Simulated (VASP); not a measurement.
Wanted: the native input for a VASP 6.6.1 run.

| Item | Value |
| --- | --- |
| Task | single point |
| Functional | r2SCAN |
| Potentials or basis | VASP PAW PBE potentials, release 64 (Ga_d, N) |
| Cutoff | 520 eV |
| k mesh | 8 × 8 × 8 |
| Occupations | gaussian, width 0.01 eV |
| Spin | no spin polarisation |
| Dipole correction | no |
| Further INCAR settings | ALGO = Normal; EDIFF = 1e-06; NBANDS = 16 |

GaN:

```
CELL_PARAMETERS angstrom
0.00000 2.06547 2.06547
2.06547 0.00000 2.06547
2.06547 2.06547 0.00000
ATOMIC_POSITIONS crystal
Ga 0.00000 0.00000 0.00000
N 0.50000 0.50000 0.50000
```

This cell differs from its parent crystal: volume changed by -6%.

These files were run (other wordings do the same):

POSCAR

```
GaN
1.0
    0.0000000000      2.0654722354      2.0654722354
    2.0654722354      0.0000000000      2.0654722354
    2.0654722354      2.0654722354      0.0000000000
Ga N
1 1
Direct
    0.0000000000      0.0000000000      0.0000000000
    0.5000000000      0.5000000000      0.5000000000
```

INCAR.step1

```
PREC = Accurate
ENCUT = 520
ISMEAR = 0
SIGMA = 0.01
LREAL = False
LASPH = True
NELM = 80
NBANDS = 16
GGA = PE
ALGO = Normal
EDIFF = 1E-4
LWAVE = True
LCHARG = False
```

INCAR.step2

```
PREC = Accurate
ENCUT = 520
EDIFF = 1E-6
ISMEAR = 0
SIGMA = 0.01
LREAL = False
LASPH = True
NELM = 80
ALGO = Normal
ISIF = 2
LWAVE = False
LCHARG = False
METAGGA = R2SCAN
LMIXTAU = True
NBANDS = 16
ISTART = 1
```

KPOINTS

```
Automatic mesh
0
Gamma
  8 8 8
```

Potentials or basis: VASP PAW PBE potentials, release 64 (Ga_d, N).

Command:

```bash
$ cat potpaw_PBE.64/Ga_d/POTCAR potpaw_PBE.64/N/POTCAR > POTCAR
$ cp INCAR.step1 INCAR
$ mpirun -np 1 vasp_std > vasp.out
$ cp INCAR.step2 INCAR
$ mpirun -np 1 vasp_std > vasp.out
```

Results of the run:

```yaml
Pressure: 18.9 GPa
Band_gap_on_the_k_mesh: 1.60 eV, indirect (least direct gap 4.26 eV)
```

Caveat: the PAW data sets were made with another functional, which shifts forces and pressure a little.

Run time: 18 s on 1 thread of Intel(R) Xeon(R) 6975P-C (Granite Rapids) (shared host), peak memory 0.13 GiB.
